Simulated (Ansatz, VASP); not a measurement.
One calculation of TiTe2, two programs

```
CELL_PARAMETERS angstrom
3.49095 0.00000 0.00000
0.00000 4.16263 0.00000
0.00000 0.00000 6.29878
ATOMIC_POSITIONS crystal
Ti 0.50000 0.50000 0.00000
Te 0.00000 0.00000 0.50000
Te 0.00000 0.00000 0.00000
```

Alike in both runs: task relaxation of cell and atoms; functional PBE; k mesh 6 × 4 × 4; occupations gaussian, width 0.1 eV; no spin polarisation.

```csv
,VASP,Ansatz
version,VASP 6.6.1,Ansatz 0.2.0
potentials or method,"VASP PAW PBE potentials, release 64 (Ti_sv, Te), cutoff 600 eV","scalar-relativistic, plane waves, PAW"
valence electrons in the cell,24,44
```

Ansatz gave:

- gap on the k mesh at the Fermi level, each at its own relaxed structure (eV): none
- relaxed volume (Å³/atom): 30.61
- relaxed cell length with the largest relative difference (Å): 6.302

Question: Which values does VASP return?

Answer: gap on the k mesh at the Fermi level, each at its own relaxed structure (eV): none; relaxed volume (Å³/atom): 30.56; relaxed cell length with the largest relative difference (Å): 6.293.

A gap of «none» marks a metal or a gap that the smearing closes. VASP's potentials hold 24 valence electrons a cell and Ansatz's 44, so a difference there can come from the potentials and not from the codes.

The k mesh is coarse, so the values compare programs but aren't converged. Neither program's run includes spin-orbit coupling.
